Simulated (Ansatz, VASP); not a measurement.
# CuO in VASP and in Ansatz

```xyz
4
Lattice="3.1755 0.0000 0.0000 0.0000 3.1755 0.0000 0.0000 0.0000 4.6495" Properties=species:S:1:pos:R:3 pbc="T T T"
Cu    0.0000    0.0000    0.0000
Cu    1.5877    1.5877    0.0000
O     1.5877    0.0000    1.2414
O     0.0000    1.5877    3.4081
```

Alike in both runs: task single point; functional PBE; k mesh 3 × 3 × 2; occupations fermi-dirac, width 0.05 eV; no spin polarisation.

|  | VASP | Ansatz |
| --- | --- | --- |
| version | VASP 6.6.1 | Ansatz 0.2.0 |
| potentials or method | VASP PAW PBE potentials, release 64 (Cu, O) | Ansatz PAW |
| plane-wave cutoff (eV) | 520 | 420 |
| valence electrons in the cell | 34 | 50 |

|  | VASP | Ansatz | Ansatz less VASP |
| --- | --- | --- | --- |
| gap on the k mesh at the Fermi level (eV) | none | none | - |
| pressure (GPa) | 17.4 | 16.7 | -0.69 |
| traceless stress, the component that is largest in VASP (GPa) | -25.27 | -25.12 | +0.149 |
| rms of the force components (eV/Å) | 0.380 | 0.414 | +0.0339 |

Atom by atom the forces differ by 0.034 eV/Å (rms over components). A gap of «none» marks a metal or a gap that the smearing closes. With one functional, cell and mesh, what is left measures potentials, basis and numerics. VASP's potentials hold 34 valence electrons a cell and Ansatz's 50, so a difference there can come from the potentials and not from the codes.

The k mesh is coarse, so the values compare programs but aren't converged.
